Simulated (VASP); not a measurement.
# Ta2N (P-3m1) in VASP: a series of runs

The runs below take Ta2N through single point, with LDA.

Program: VASP 6.6.1. These are calculated values, not measurements. Logs are shortened: lines on timing, memory, paths and dates and some standing lists are left out, and cuts for length are marked.

## Step 1: The cell of the first run

It takes space group P-3m1 (No. 164, trigonal). Conventional cell: a = 2.992 Å, b = 2.992 Å, c = 4.713 Å, α = 90.00°, β = 90.00°, γ = 120.00°. Ta (site symmetry 3m) has 3 N at 2.11 Å and 12 Ta at 2.87 to 2.99 Å within 3.0 Å. Within 2.8 Å of N (site symmetry -3m) lie 6 Ta at 2.11 Å.

## Step 2: Single point, LDA (12.18 Å³/atom)

INCAR

```
SYSTEM = Ta2N
  PREC = Accurate
  ENCUT = 700
  EDIFF = 1E-6
  ISMEAR = 0
  SIGMA = 0.1
  LREAL = .False.
  LASPH = .True.
  NELM = 120
  ALGO = Normal
  ISIF = 2
  LWAVE = .False.
  LCHARG = .False.
  GGA = CA
  NBANDS = 22
  GGA_COMPAT = .False.
```

KPOINTS

```
regular mesh
0
Gamma
  15 15 10
  0 0 0
```

POSCAR

```
Ta2N
1.0
    2.9919764215     -0.0000000028      0.0000000000
   -1.4959882084      2.5911275899      0.0000000000
    0.0000000000      0.0000000000      4.7128172950
Ta N
2 1
Direct
    0.6666666667      0.3333333333      0.7432340075
    0.3333333333      0.6666666667      0.2567659925
    0.0000000000      0.0000000000      0.0000000000
```

Potentials or basis: VASP PAW LDA potentials, release 64 (Ta_sv_GW, N).

Run with:

```sh
$ cat potpaw_LDA.64/Ta_sv_GW/POTCAR potpaw_LDA.64/N/POTCAR > POTCAR
$ mpirun -np 1 vasp_std > vasp.out
```

OUTCAR:

```text
SYSTEM = Ta2N
   PREC = Accurate
   ENCUT = 700
   EDIFF = 1E-6
   ISMEAR = 0
   LREAL = .False.
   LASPH = .True.
   NELM = 120
   ISIF = 2
   GGA = CA

 ion  position               nearest neighbor table
   1  0.667  0.333  0.743-   3 2.11   3 2.11   3 2.11   2 2.87   2 2.87   2 2.87   2 2.97   2 2.97
                             2 2.97
   2  0.333  0.667  0.257-   3 2.11   3 2.11   3 2.11   1 2.87   1 2.87   1 2.87   1 2.97   1 2.97
                             1 2.97
   3  0.000  0.000  0.000-   1 2.11   2 2.11   1 2.11   2 2.11   1 2.11   2 2.11

  LATTYP: Found a hexagonal cell.
 ALAT       =     2.9919764215
 C/A-ratio  =     1.5751518833

  Lattice vectors:

 A1 = (   2.9919764215,  -0.0000000028,   0.0000000000)
 A2 = (  -1.4959882084,   2.5911275899,   0.0000000000)
 A3 = (   0.0000000000,   0.0000000000,   4.7128172950)

Analysis of symmetry for initial positions (statically):
=====================================================================
 Subroutine PRICEL returns:
 Original cell was already a primitive cell.

 Routine SETGRP: Setting up the symmetry group for a
 hexagonal supercell.

 Subroutine GETGRP returns: Found 12 space group operations
 (whereof 12 operations were pure point group operations)
 out of a pool of 24 trial point group operations.

The static configuration has the point symmetry D_3d.

Analysis of symmetry for dynamics (positions and initial velocities):
=====================================================================
 Subroutine PRICEL returns:
 Original cell was already a primitive cell.

 Routine SETGRP: Setting up the symmetry group for a
 hexagonal supercell.

 Subroutine GETGRP returns: Found 12 space group operations
 (whereof 12 operations were pure point group operations)
 out of a pool of 24 trial point group operations.

The dynamic configuration has the point symmetry D_3d.

 Subroutine INISYM returns: Found 12 space group operations
 (whereof 12 operations are pure point group operations),
 and found     1 'primitive' translations

----------------------------------------------------------------------------------------

                                     Primitive cell

  volume of cell :      36.5366

  direct lattice vectors                    reciprocal lattice vectors
     2.991976421 -0.000000003  0.000000000     0.334227233  0.192966183  0.000000000
    -1.495988208  2.591127590  0.000000000     0.000000000  0.385932366  0.000000000
     0.000000000  0.000000000  4.712817295     0.000000000  0.000000000  0.212187305

  length of vectors
     2.991976421  2.991976422  4.712817295     0.385932366  0.385932366  0.212187305

  position of ions in fractional coordinates (direct lattice)
     0.666666667  0.333333333  0.743234007
     0.333333333  0.666666667  0.256765993
     0.000000000  0.000000000  0.000000000

  ion indices of the primitive-cell ions
   primitive index   ion index
                 1           1
                 2           2
                 3           3

----------------------------------------------------------------------------------------

 KPOINTS: regular mesh

Automatic generation of k-mesh.
 Grid dimensions read from file:
 generate k-points for:   15   15   10

 Generating k-lattice:

  Cartesian coordinates                     Fractional coordinates (reciprocal lattice)
     0.022281816  0.012864412  0.000000000     0.066666667  0.000000000  0.000000000
     0.000000000  0.025728824  0.000000000     0.000000000  0.066666667  0.000000000
     0.000000000  0.000000000  0.021218730     0.000000000  0.000000000  0.100000000

  Length of vectors
     0.025728824  0.025728824  0.021218730

  Shift w.r.t. Gamma in fractional coordinates (k-lattice)
     0.000000000  0.000000000  0.000000000

 Subroutine IBZKPT returns following result:
 ===========================================

 Found    238 irreducible k-points:

 Following reciprocal coordinates:
            Coordinates               Weight
  0.000000  0.000000  0.000000      1.000000
  0.066667  0.000000  0.000000      6.000000
  0.133333  0.000000  0.000000      6.000000
  0.200000  0.000000  0.000000      6.000000
  0.266667  0.000000  0.000000      6.000000
  0.333333  0.000000  0.000000      6.000000
[... 16 lines left out ...]
  0.333333  0.200000  0.000000     12.000000
  0.400000  0.200000  0.000000      6.000000
 [... further k-points ...]
   k-points           NKPTS =    238   k-points in BZ     NKDIM =    238   number of bands    NBANDS=     22
   number of dos      NEDOS =    301   number of ions     NIONS =      3
   total plane-waves  NPLWV =  32928
   dimension x,y,z NGX =    28 NGY =   28 NGZ =   42
   dimension x,y,z NGXF=    56 NGYF=   56 NGZF=   84
   ions per type =               2   1
   NGX,Y,Z   is equivalent  to a cutoff of  15.56, 15.56, 14.82 a.u.
   NGXF,Y,Z  is equivalent  to a cutoff of  31.12, 31.12, 29.63 a.u.
 SYSTEM =  Ta2N
   PREC   = accura    normal or accurate (medium, high low for compatibility)
   ISTART =      0    job   : 0-new  1-cont  2-samecut
   ICHARG =      2    charge: 1-file 2-atom 10-const
   ISPIN  =      1    spin polarized calculation?
   LNONCOLLINEAR =      F non collinear calculations
   LSORBIT =      F    spin-orbit coupling
   LASPH  =      T    aspherical Exc in radial PAW
   ENCUT  =  700.0 eV  51.45 Ry    7.17 a.u.   6.45  6.45 10.17*2*pi/ulx,y,z
   NELM   =    120;   NELMIN=  2; NELMDL= -5     # of ELM steps
   EDIFF  = 0.1E-05   stopping-criterion for ELM
   LREAL  =      F    real-space projection
   EDIFFG = 0.1E-04   stopping-criterion for IOM
   NSW    =      0    number of steps for IOM
   IBRION =     -1    ionic relax: 0-MD 1-quasi-New 2-CG
   NFREE  =      0    steps in history (QN), initial steepest desc. (CG)
   ISIF   =      2    stress and relaxation
   ISYM   =      2    0-nonsym 1-usesym 2-fastsym
   POTIM  = 0.5000    time-step for ionic-motion
   TEBEG  =    0.0;   TEEND  =   0.0 temperature during run
   PSTRESS=    0.0 pullay stress
   NELECT =      31.0000    total number of electrons
   NUPDOWN=      -1.0000    fix difference up-down
   EMIN   =  10.00;   EMAX   =-10.00  energy-range for DOS
   EFERMI =   0.00;   METHOD = LEGACY
   ISMEAR =     0;   SIGMA  =   0.10  broadening in eV -4-tet -1-fermi 0-gaus
   EFERMI_NEDOS =   21; number of points for ismear=-14 and -15
   IALGO  =     38    algorithm
   IMIX   =      4    mixing-type and parameters
     AMIX     =   0.40;   BMIX     =  1.00
     AMIX_MAG =   1.60;   BMIX_MAG =  1.00
  volume/ion in A,a.u.               =      12.18        82.19
  Fermi-wavevector in a.u.,A,eV,Ry     =   1.549838  2.928768 32.681150  2.401997
  Thomas-Fermi vector in A             =   2.654587
   LORBIT       =      0    0 simple, 1 ext, 2 COOP (PROOUT), +10 PAW based schemes
   GGA     = CA    functional components
   LHFCALC =     F    Hartree Fock is set to
   AEXX    =    0.0000 exact exchange contribution
   IVDW    =     0    specifies the selected vdW correction
   LEPSILON=     F    determine dielectric tensor
   LRPA    =     F    only Hartree local field effects (RPA)
 non-spin polarized calculation
 Gauss-broadening in eV      SIGMA  =   0.10
  energy-cutoff  :      700.00
  volume of cell :       36.54
 maximum number of plane-waves:      1560
 NGX is ok and might be reduce to    28
   NGX = 13   NGY = 13   NGZ = 21

 number of electron      31.0000002 magnetization

 Free energy of the ion-electron system (eV)
  ---------------------------------------------------
  ext. energy  EPLUGINS =         0.00000000
  ---------------------------------------------------
  free energy    TOTEN  =       -42.49640869 eV

  energy without entropy =      -42.49082049  energy(sigma->0) =      -42.49361459

 E-fermi :  13.1418     XC(G=0): -14.1054

 val. band max:       13.1332544226   @ k =   0.2667   0.2667   0.4000
 cond. band min:      13.1421488301   @ k =  -0.0667   0.4000   0.2000
 fundamental gap:      0.0088944075
 Fermi energy:        13.1417713116

 k-point     1 :       0.0000    0.0000    0.0000
  band No.  band energies     occupation
      1     -54.8388      2.00000
      2     -54.7094      2.00000
      3     -22.4074      2.00000
      4     -21.2842      2.00000
      5     -21.2842      2.00000
      6     -21.1094      2.00000
[... 14 lines left out ...]
     21      14.3911      0.00000
     22      18.9950      0.00000

 k-point     2 :       0.0667    0.0000    0.0000
  band No.  band energies     occupation
      1     -54.8349      2.00000
      2     -54.7078      2.00000
      3     -22.3877      2.00000
      4     -21.3265      2.00000
      5     -21.2992      2.00000
      6     -21.1515      2.00000
[... 14 lines left out ...]
     21      14.8049      0.00000
     22      19.0614      0.00000

 k-point     3 :       0.1333    0.0000    0.0000
  band No.  band energies     occupation
      1     -54.8235      2.00000
      2     -54.7038      2.00000
      3     -22.3303      2.00000
      4     -21.4457      2.00000
      5     -21.3399      2.00000
      6     -21.2667      2.00000
[... 14 lines left out ...]
     21      15.8693      0.00000
     22      18.9758      0.00000

 k-point     4 :       0.2000    0.0000    0.0000
  band No.  band energies     occupation
      1     -54.8062      2.00000
      2     -54.6982      2.00000
      3     -22.2405      2.00000
      4     -21.6202      2.00000
      5     -21.4276      2.00000
      6     -21.3959      2.00000
[... 14 lines left out ...]
     21      17.1507      0.00000
     22      18.6888      0.00000

 k-point     5 :       0.2667    0.0000    0.0000
  band No.  band energies     occupation
      1     -54.7853      2.00000
      2     -54.6928      2.00000
      3     -22.1285      2.00000
      4     -21.8170      2.00000
      5     -21.6017      2.00000
      6     -21.4565      2.00000
[... 417 lines left out ...]
 k-point    22 :       0.2667    0.2000    0.0000
  band No.  band energies     occupation
      1     -54.7401      2.00000
      2     -54.6881      2.00000
      3     -22.0652      2.00000
      4     -21.8796      2.00000
      5     -21.8321      2.00000
      6     -21.5848      2.00000
[... 14 lines left out ...]
     21      19.0004      0.00000
     22      19.5351      0.00000

 k-point    23 :       0.3333    0.2000    0.0000
  band No.  band energies     occupation
      1     -54.7253      2.00000
      2     -54.6903      2.00000
      3     -22.1439      2.00000
      4     -21.8759      2.00000
      5     -21.7283      2.00000
      6     -21.6787      2.00000
[... 14 lines left out ...]
     21      18.5178      0.00000
     22      19.9861      0.00000

 k-point    24 :       0.4000    0.2000    0.0000
  band No.  band energies     occupation
      1     -54.7187      2.00000
      2     -54.6923      2.00000
      3     -22.1721      2.00000
      4     -21.8606      2.00000
      5     -21.7288      2.00000
      6     -21.6742      2.00000
[... 14 lines left out ...]
     21      18.1509      0.00000
     22      20.2355      0.00000

 [... further k-points ...]

------------------------ aborting loop because EDIFF is reached ----------------------------------------

  FORCE on cell =-STRESS in cart. coord.  units (eV):
  Direction    XX          YY          ZZ          XY          YZ          ZX
  --------------------------------------------------------------------------------------
  -------------------------------------------------------------------------------------
  Total        5.1339493      5.1339493      5.0853760     -0.0000000      0.0000000     -0.0000000
  in kB      225.1306325    225.1306325    223.0006242     -0.0000000      0.0000000     -0.0000000
  external PRESSURE =     224.4206297 kB  Pullay stress =       0.0000000 kB

 VOLUME and BASIS-vectors are now :
 -----------------------------------------------------------------------------
  energy-cutoff  :      700.00
  volume of cell :       36.54
      direct lattice vectors                 reciprocal lattice vectors
     2.991976421 -0.000000003  0.000000000     0.334227233  0.192966183  0.000000000
    -1.495988208  2.591127590  0.000000000     0.000000000  0.385932366  0.000000000
     0.000000000  0.000000000  4.712817295     0.000000000  0.000000000  0.212187305

 POSITION                                       TOTAL-FORCE (eV/Angst)
 -----------------------------------------------------------------------------------
      1.49599      0.86371      3.50273        -0.000000      0.000000     -0.049333
      0.00000      1.72742      1.21009         0.000000     -0.000000      0.049333
      0.00000      0.00000      0.00000         0.000000      0.000000      0.000000
 -----------------------------------------------------------------------------------
    total drift:                                0.000000     -0.000000     -0.000000

  FREE ENERGIE OF THE ION-ELECTRON SYSTEM (eV)
  ---------------------------------------------------
  free  energy   TOTEN  =       -42.4964086910 eV

  energy  without entropy=      -42.4908204939  energy(sigma->0) =      -42.49361459
```

It took 4.2 min on 1 thread of Intel Xeon Platinum 8259CL at 2.50GHz (Skylake/Cascade Lake), shared host; peak memory 0.38 GiB.

What came out:

* Free energy: -42.4964 eV
* Pressure: 22.4 GPa
* Largest force: 0.049 eV/Å
* Band gap on the k mesh: zero (an odd number of electrons rules out a gap without spin polarisation)

Forces in eV/Å, atoms in the order of the input:
```
Ta   0.000  0.000 -0.049
Ta   0.000  0.000  0.049
N    0.000  0.000  0.000
```

Stress tensor (GPa, compression positive):
```
22.51  0.00  0.00
 0.00 22.51  0.00
 0.00  0.00 22.30
```

Caveat: the cell stands under pressure; spin-orbit coupling is left out, which moves the levels of the heavy elements.

(Continued in part 2 of 2.)
